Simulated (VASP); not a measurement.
Write the native input for VASP 6.6.1 that does the following.

```
Task                   : single point
Functional             : PBE
Potentials or basis    : VASP PAW PBE potentials, release 64 (Fe, Pt)
Cutoff                 : 520 eV
k mesh                 : 14 × 14 × 14
Occupations            : gaussian, width 0.1 eV
Spin                   : no spin polarisation
Dipole correction      : no
Further INCAR settings : ALGO = Fast; EDIFF = 1e-06; NBANDS = 16
```

The structure of FePt lies in POSCAR:

```
FePt
1.0
    3.0592809269      0.0000000000      0.0000000000
    0.0000000000      3.0592809269      0.0000000000
    0.0000000000      0.0000000000      3.0592809269
Fe Pt
1 1
Direct
    0.0000000000      0.0000000000      0.0000000000
    0.5000000000      0.5000000000      0.5000000000
```

One way to write it, as run:

INCAR

```
SYSTEM = FePt
PREC     = Accurate       ! precision mode
ENCUT    = 520            ! plane-wave cutoff, eV
EDIFF    = 1E-6           ! SCF threshold, eV
ISMEAR   = 0              ! smearing method
SIGMA    = 0.1            ! smearing width, eV
LREAL    = .False.        ! projectors in reciprocal space
LASPH    = .True.         ! aspherical terms in the spheres
NELM     = 80             ! most SCF steps
ALGO     = Fast           ! electronic algorithm
ISIF     = 2              ! what is computed and relaxed
LWAVE    = .False.        ! write WAVECAR
LCHARG   = .False.        ! write CHGCAR
GGA      = PE             ! functional
NBANDS   = 16             ! bands
```

KPOINTS

```
regular mesh
0
Gamma
  14 14 14
  0 0 0
```

Potentials or basis: VASP PAW PBE potentials, release 64 (Fe, Pt).

Launch:

```console
$ cat potpaw_PBE.64/Fe/POTCAR potpaw_PBE.64/Pt/POTCAR > POTCAR
$ mpirun -np 1 vasp_std > vasp.out
```

Results of the run:

```yaml
Pressure: -15.1 GPa
Band_gap_on_the_k_mesh: zero (band 9 reaches 8.61 eV, above the bottom of band 10 at 7.50 eV)
```

Caveat: spin-orbit coupling is left out, which moves the levels of the heavy elements.

It took 24 s on 1 thread of Intel(R) Xeon(R) 6975P-C (Granite Rapids) (shared host), peak memory 0.18 GiB.
